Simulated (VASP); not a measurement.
# Si2W (P6_222) in VASP: further runs

The runs below take Si2W through single point, with r2SCAN+rVV10.

Everything below comes from runs of VASP 6.6.1. Logs are shortened: lines on timing, memory, paths and dates and some standing lists are left out, and cuts for length are marked.

## Step 1: The cell of the first run

It takes space group P6_222 (No. 180, hexagonal). Conventional cell: a = 4.617 Å, b = 4.617 Å, c = 6.653 Å, α = 90.00°, β = 90.00°, γ = 120.00°. Within 3.4 Å of Si (site symmetry 2) lie 9 Si at 2.57 to 3.23 Å and 5 W at 2.59 to 2.69 Å. Within 3.4 Å of W (site symmetry 222) lie 10 Si at 2.59 to 2.69 Å and 4 W at 3.20 Å.

## Step 2: Single point, r2SCAN+rVV10

Input file POSCAR:

```
Si2W
1.0
    4.6168523800      0.0000000000      0.0000000000
   -2.3084261900      3.9983114500      0.0000000000
    0.0000000000      0.0000000000      6.6532220000
Si W
6 3
Direct
    0.8363740000      0.6727480000      0.5000000000
    0.1636260000      0.8363740000      0.8333333300
    0.6727480000      0.8363740000      0.1666666700
    0.1636260000      0.3272520000      0.5000000000
    0.8363740000      0.1636260000      0.8333333300
    0.3272520000      0.1636260000      0.1666666700
    0.0000000000      0.5000000000      0.1666666700
    0.5000000000      0.5000000000      0.8333333300
    0.5000000000      0.0000000000      0.5000000000
```

Input file INCAR.step1:

```
PREC = Accurate ; ENCUT = 550
ISMEAR = 0 ; SIGMA = 0.1
LREAL = F ; LASPH = T
NELM = 120 ; NBANDS = 43
GGA = PE ; ALGO = Normal
EDIFF = 1E-5 ; LWAVE = T
LCHARG = F ; GGA_COMPAT = F
```

Input file INCAR.step2:

```
PREC = Accurate ; ENCUT = 550
EDIFF = 1E-6 ; ISMEAR = 0
SIGMA = 0.1 ; LREAL = F
LASPH = T ; NELM = 120
ALGO = Normal ; ISIF = 2
LWAVE = F ; LCHARG = F
METAGGA = R2SCAN ; LMIXTAU = T
LUSE_VDW = T ; IVDW_NL = 2
BPARAM = 11.95 ; CPARAM = 0.0093
NBANDS = 43 ; ISTART = 1
GGA_COMPAT = F
```

Input file KPOINTS:

```
Automatic mesh
0
Gamma
  6 6 4
```

Potentials or basis: VASP PAW PBE potentials, release 64 (Si, W_sv).

Started as:

```
$ cat potpaw_PBE.64/Si/POTCAR potpaw_PBE.64/W_sv/POTCAR > POTCAR
$ cp INCAR.step1 INCAR
$ mpirun -np 1 vasp_std > vasp.out
$ cp INCAR.step2 INCAR
$ mpirun -np 1 vasp_std > vasp.out
```

OUTCAR:

```text
PREC = Accurate
   ENCUT = 550
   EDIFF = 1E-6
   ISMEAR = 0
   LREAL = F
   LASPH = T
   NELM = 120
   ISIF = 2
   METAGGA = R2SCAN
   IVDW_NL = 2
   BPARAM = 11.95
   ISTART = 1

 ion  position               nearest neighbor table
   1  0.836  0.673  0.500-   2 2.57   3 2.57   7 2.59   8 2.59   4 2.62   9 2.65   9 2.65   9 2.69
                             4 2.69   4 2.69
   2  0.164  0.836  0.833-   1 2.57   6 2.57   9 2.59   7 2.59   5 2.62   8 2.65   8 2.65   8 2.69
                             5 2.69   5 2.69
   3  0.673  0.836  0.167-   1 2.57   5 2.57   9 2.59   8 2.59   6 2.62   7 2.65   7 2.65   7 2.69
                             6 2.69   6 2.69
   4  0.164  0.327  0.500-   5 2.57   6 2.57   7 2.59   8 2.59   1 2.62   9 2.65   9 2.65   9 2.69
                             1 2.69   1 2.69
   5  0.836  0.164  0.833-   4 2.57   3 2.57   9 2.59   7 2.59   2 2.62   8 2.65   8 2.65   8 2.69
                             2 2.69   2 2.69
   6  0.327  0.164  0.167-   4 2.57   2 2.57   9 2.59   8 2.59   3 2.62   7 2.65   7 2.65   7 2.69
                             3 2.69   3 2.69
   7  0.000  0.500  0.167-   1 2.59   4 2.59   2 2.59   5 2.59   3 2.65   6 2.65   6 2.65   3 2.65
                             3 2.69   6 2.69   9 3.20   9 3.20   8 3.20   8 3.20
   8  0.500  0.500  0.833-   1 2.59   4 2.59   3 2.59   6 2.59   2 2.65   5 2.65   2 2.65   5 2.65
                             5 2.69   2 2.69   9 3.20   9 3.20   7 3.20   7 3.20
   9  0.500  0.000  0.500-   2 2.59   3 2.59   5 2.59   6 2.59   4 2.65   4 2.65   1 2.65   1 2.65
                             4 2.69   1 2.69   7 3.20   8 3.20   8 3.20   7 3.20

  LATTYP: Found a hexagonal cell.
 ALAT       =     4.6168523800
 C/A-ratio  =     1.4410731495

  Lattice vectors:

 A1 = (   4.6168523800,   0.0000000000,   0.0000000000)
 A2 = (  -2.3084261900,   3.9983114500,   0.0000000000)
 A3 = (   0.0000000000,   0.0000000000,   6.6532220000)

Analysis of symmetry for initial positions (statically):
=====================================================================
 Subroutine PRICEL returns:
 Original cell was already a primitive cell.

 Routine SETGRP: Setting up the symmetry group for a
 hexagonal supercell.

 Subroutine GETGRP returns: Found 12 space group operations
 (whereof  4 operations were pure point group operations)
 out of a pool of 24 trial point group operations.

The static configuration has the point symmetry D_2 .
 The point group associated with its full space group is D_6 .

[... 130 lines left out ...]
   ISYM   =      2    0-nonsym 1-usesym 2-fastsym
   POTIM  = 0.5000    time-step for ionic-motion
   TEBEG  =    0.0;   TEEND  =   0.0 temperature during run
   PSTRESS=    0.0 pullay stress
   NELECT =      66.0000    total number of electrons
   NUPDOWN=      -1.0000    fix difference up-down
   EMIN   =  10.00;   EMAX   =-10.00  energy-range for DOS
   EFERMI =   0.00;   METHOD = LEGACY
   ISMEAR =     0;   SIGMA  =   0.10  broadening in eV -4-tet -1-fermi 0-gaus
   EFERMI_NEDOS =   21; number of points for ismear=-14 and -15
   IALGO  =     38    algorithm
   IMIX   =      4    mixing-type and parameters
     AMIX     =   0.40;   BMIX     =  1.00
     AMIX_MAG =   1.60;   BMIX_MAG =  1.00
  volume/ion in A,a.u.               =      13.65        92.09
  Fermi-wavevector in a.u.,A,eV,Ry     =   1.330979  2.515186 24.102797  1.771506
  Thomas-Fermi vector in A             =   2.460025
   LORBIT       =      0    0 simple, 1 ext, 2 COOP (PROOUT), +10 PAW based schemes
   METAGGA = R2SCAN    functional components
   LHFCALC =     F    Hartree Fock is set to
   AEXX    =    0.0000 exact exchange contribution
   IVDW_NL    =     2    kernel type
   BPARAM     =11.9500
   IVDW    =     0    specifies the selected vdW correction
   LEPSILON=     F    determine dielectric tensor
   LRPA    =     F    only Hartree local field effects (RPA)
 non-spin polarized calculation
 Gauss-broadening in eV      SIGMA  =   0.10
  energy-cutoff  :      550.00
  volume of cell :      122.82
 maximum number of plane-waves:      3631
 NGX is ok and might be reduce to    36
   NGX = 17   NGY = 17   NGZ = 25

 number of electron      66.0000008 magnetization

 Free energy of the ion-electron system (eV)
  ---------------------------------------------------
  ext. energy  EPLUGINS =         0.00000000
  ---------------------------------------------------
  free energy    TOTEN  =      -207.88149875 eV

  energy without entropy =     -207.87994332  energy(sigma->0) =     -207.88072103

 E-fermi :  12.3808     XC(G=0): -13.4523

 val. band max:       12.3164980738   @ k =   0.5000   0.0000   0.5000
 cond. band min:      12.4450298828   @ k =   0.5000   0.0000   0.0000
 fundamental gap:      0.1285318090
 Fermi energy:        12.3807639069

 k-point     1 :       0.0000    0.0000    0.0000
  band No.  band energies     occupation
      1     -63.9106      2.00000
      2     -63.8968      2.00000
      3     -63.8968      2.00000
      4     -27.6478      2.00000
      5     -27.6442      2.00000
      6     -27.6442      2.00000
[... 955 lines left out ...]
     42      15.7221      0.00000
     43      15.9572      0.00000

------------------------ aborting loop because EDIFF is reached ----------------------------------------

  FORCE on cell =-STRESS in cart. coord.  units (eV):
  Direction    XX          YY          ZZ          XY          YZ          ZX
  --------------------------------------------------------------------------------------
  -------------------------------------------------------------------------------------
  Total       -4.4002084     -4.4002084     -4.3375885      0.0000000     -0.0000000      0.0000000
  in kB      -57.4022883    -57.4022884    -56.5853892      0.0000000     -0.0000000      0.0000000
  external PRESSURE =     -57.1299886 kB  Pullay stress =       0.0000000 kB

 VOLUME and BASIS-vectors are now :
 -----------------------------------------------------------------------------
  energy-cutoff  :      550.00
  volume of cell :      122.82
      direct lattice vectors                 reciprocal lattice vectors
     4.616852380  0.000000000  0.000000000     0.216597785  0.125052789  0.000000000
    -2.308426190  3.998311450  0.000000000     0.000000000  0.250105579  0.000000000
     0.000000000  0.000000000  6.653222000     0.000000000  0.000000000  0.150303116

 POSITION                                       TOTAL-FORCE (eV/Angst)
 -----------------------------------------------------------------------------------
      2.30843      2.68986      3.32661         0.000000      0.002100      0.000000
     -1.17527      3.34408      5.54435        -0.001818      0.001050      0.000000
      1.17527      3.34408      1.10887         0.001818      0.001050      0.000000
      0.00000      1.30846      3.32661         0.000000     -0.002100      0.000000
      3.48370      0.65423      5.54435         0.001818     -0.001050      0.000000
      1.13316      0.65423      1.10887        -0.001818     -0.001050      0.000000
     -1.15421      1.99916      1.10887         0.000000     -0.000000     -0.000000
      1.15421      1.99916      5.54435         0.000000     -0.000000     -0.000000
      2.30843      0.00000      3.32661         0.000000     -0.000000      0.000000
 -----------------------------------------------------------------------------------
    total drift:                               -0.000000      0.000000      0.000036

  FREE ENERGIE OF THE ION-ELECTRON SYSTEM (eV)
  ---------------------------------------------------
  free  energy   TOTEN  =      -207.8814987455 eV

  energy  without entropy=     -207.8799433221  energy(sigma->0) =     -207.88072103
```

OUTCAR.step1:

```text
PREC = Accurate
   ENCUT = 550
   ISMEAR = 0
   LREAL = F
[... 1221 lines left out ...]
      1.13316      0.65423      1.10887         0.000942      0.000544      0.000000
     -1.15421      1.99916      1.10887         0.000000      0.000000     -0.000000
      1.15421      1.99916      5.54435        -0.000000      0.000000      0.000000
      2.30843      0.00000      3.32661         0.000000      0.000000      0.000000
 -----------------------------------------------------------------------------------
    total drift:                               -0.000000      0.000000      0.000036

  FREE ENERGIE OF THE ION-ELECTRON SYSTEM (eV)
  ---------------------------------------------------
  free  energy   TOTEN  =       -73.8304224223 eV

  energy  without entropy=      -73.8280662000  energy(sigma->0) =      -73.82924431
```

It took 12 min on 1 thread of Oxide Virtual Turin-like, shared host; peak memory 0.55 GiB.

Results:

```
Free energy            : -207.8815 eV
Pressure               : -5.7 GPa
Band gap on the k mesh : 0.13 eV (least direct gap 0.80 eV)
```

Forces in eV/Å, atoms in the order of the input:
```
Si   0.000  0.002  0.000
Si  -0.002  0.001  0.000
Si   0.002  0.001  0.000
Si   0.000 -0.002  0.000
Si   0.002 -0.001  0.000
Si  -0.002 -0.001  0.000
W    0.000  0.000  0.000
W    0.000  0.000  0.000
W    0.000  0.000  0.000
```

Stress tensor (GPa, compression positive):
```
-5.74  0.00  0.00
 0.00 -5.74  0.00
 0.00  0.00 -5.66
```

Caveat: the cell stands under tension; the PAW data sets were made with another functional, which shifts forces and pressure a little; spin-orbit coupling is left out, which moves the levels of the heavy elements. A k mesh can miss the band edges.

## Step 3: Single point, r2SCAN+rVV10

This run uses another cell than the first one, of 13.28 Å³/atom.

Input file POSCAR:

```
Si2W
1.0
    4.5718144518      0.0000000000      0.0000000000
   -2.2859072259      3.9593074566      0.0000000000
    0.0000000000      0.0000000000      6.6005875427
Si W
6 3
Direct
    0.8364110921      0.6728221842      0.5000000000
    0.1635889079      0.8364110921      0.8333333333
    0.6728221842      0.8364110921      0.1666666667
    0.1635889079      0.3271778158      0.5000000000
    0.8364110921      0.1635889079      0.8333333333
    0.3271778158      0.1635889079      0.1666666667
    0.0000000000      0.5000000000      0.1666666667
    0.5000000000      0.5000000000      0.8333333333
    0.5000000000      0.0000000000      0.5000000000
```

Input file INCAR.step1:

```
SYSTEM = Si2W
PREC     = Accurate       ! precision mode
ENCUT    = 550            ! plane-wave cutoff, eV
ISMEAR   = 0              ! smearing method
SIGMA    = 0.01           ! smearing width, eV
LREAL    = .FALSE.        ! projectors in reciprocal space
LASPH    = .TRUE.         ! aspherical terms in the spheres
NELM     = 120            ! most SCF steps
NBANDS   = 43             ! bands
GGA      = PE             ! functional
ALGO     = Normal         ! electronic algorithm
EDIFF    = 1E-5           ! SCF threshold, eV
LWAVE    = .TRUE.         ! write WAVECAR
LCHARG   = .FALSE.        ! write CHGCAR
GGA_COMPAT= .FALSE.
```

Input file INCAR.step2:

```
SYSTEM = Si2W
PREC     = Accurate       ! precision mode
ENCUT    = 550            ! plane-wave cutoff, eV
EDIFF    = 1E-6           ! SCF threshold, eV
ISMEAR   = 0              ! smearing method
SIGMA    = 0.01           ! smearing width, eV
LREAL    = .FALSE.        ! projectors in reciprocal space
LASPH    = .TRUE.         ! aspherical terms in the spheres
NELM     = 120            ! most SCF steps
ALGO     = Normal         ! electronic algorithm
ISIF     = 2              ! what is computed and relaxed
LWAVE    = .FALSE.        ! write WAVECAR
LCHARG   = .FALSE.        ! write CHGCAR
METAGGA  = R2SCAN         ! meta-GGA
LMIXTAU  = .TRUE.       
LUSE_VDW = .TRUE.       
IVDW_NL  = 2            
BPARAM   = 11.95        
CPARAM   = 0.0093       
NBANDS   = 43             ! bands
ISTART   = 1            
GGA_COMPAT= .FALSE.
```

Input file KPOINTS:

```
Automatic mesh
0
G
  9 9 6
  0 0 0
```

Potentials or basis: VASP PAW PBE potentials, release 64 (Si, W_sv).

Started as:

```
$ cat potpaw_PBE.64/Si/POTCAR potpaw_PBE.64/W_sv/POTCAR > POTCAR
$ cp INCAR.step1 INCAR
$ mpirun -np 1 vasp_std > vasp.out
$ cp INCAR.step2 INCAR
$ mpirun -np 1 vasp_std > vasp.out
```

It took 22 min on 1 thread of Oxide Virtual Turin-like, shared host; peak memory 0.59 GiB.

It converged, with:

| Quantity | Value |
| --- | --- |
| Free energy | -207.9402 eV |
| Pressure | 0.6 GPa |
| Largest force | 0.010 eV/Å |
| Band gap on the k mesh | 0.26 eV (least direct gap 0.88 eV) |

Forces on the atoms (eV/Å):
```
Si   0.000  0.010  0.000
Si  -0.009  0.005  0.000
Si   0.009  0.005  0.000
Si   0.000 -0.010  0.000
Si   0.009 -0.005  0.000
Si  -0.009 -0.005  0.000
W    0.000  0.000  0.000
W    0.000  0.000  0.000
W    0.000  0.000  0.000
```

Levels at points of the mesh, in eV from the valence-band top:
| k point | band 31 | band 32 | band 33 | band 34 | band 35 | band 36 |
| --- | --- | --- | --- | --- | --- | --- |
| (0.00, 0.00, 0.00) | -3.20 | -2.75 | -0.95 | 2.50 | 2.50 | 2.69 |
| (0.00, 0.00, 0.50) | -2.78 | -0.72 | -0.72 | 2.12 | 2.47 | 2.47 |

Caveat: the PAW data sets were made with another functional, which shifts forces and pressure a little; spin-orbit coupling is left out, which moves the levels of the heavy elements. A k mesh can miss the band edges.
